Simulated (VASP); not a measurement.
Zr, 2 atoms in the cell. The structure is hexagonal, space group P6_3/mmc (No. 194). The conventional cell has a = 3.232 Å, b = 3.232 Å, c = 5.147 Å, α = 90.00°, β = 90.00°, γ = 120.00°. Zr (site symmetry -6m2) has 12 Zr at 3.18 to 3.23 Å within 4.2 Å. 

| Quantity | Value |
| --- | --- |
| Program | VASP 6.6.1 |
| Task | relaxation of volume and atoms at fixed shape |
| Functional | PBEsol |
| Potentials or basis | VASP PAW PBE potentials, release 64 (Zr_sv) |
| Cutoff | 600 eV |
| k mesh | 17 × 17 × 9 |
| Occupations | gaussian, width 0.05 eV |
| Spin | no spin polarisation |
| Dipole correction | no |
| Further INCAR settings | ALGO = Normal; EDIFF = 1e-06; IBRION = 2; EDIFFG = -0.01; NSW = 80; ISIF = 8 |

Potentials or basis: VASP PAW PBE potentials, release 64 (Zr_sv).

Launch:

```console
$ cat potpaw_PBE.64/Zr_sv/POTCAR > POTCAR
$ mpirun -np 1 vasp_std > vasp.out
```

Hardware: 1 thread of Intel(R) Xeon(R) Platinum 8488C (Sapphire Rapids), on a shared host.

Task: How long does it take, and how much memory?

Result: Wall time 6.6 min on 1 thread of Intel(R) Xeon(R) Platinum 8488C (Sapphire Rapids), with other jobs on the host, peak memory 0.27 GiB. Counts: scf iterations 29, k points 165, ion steps 3.
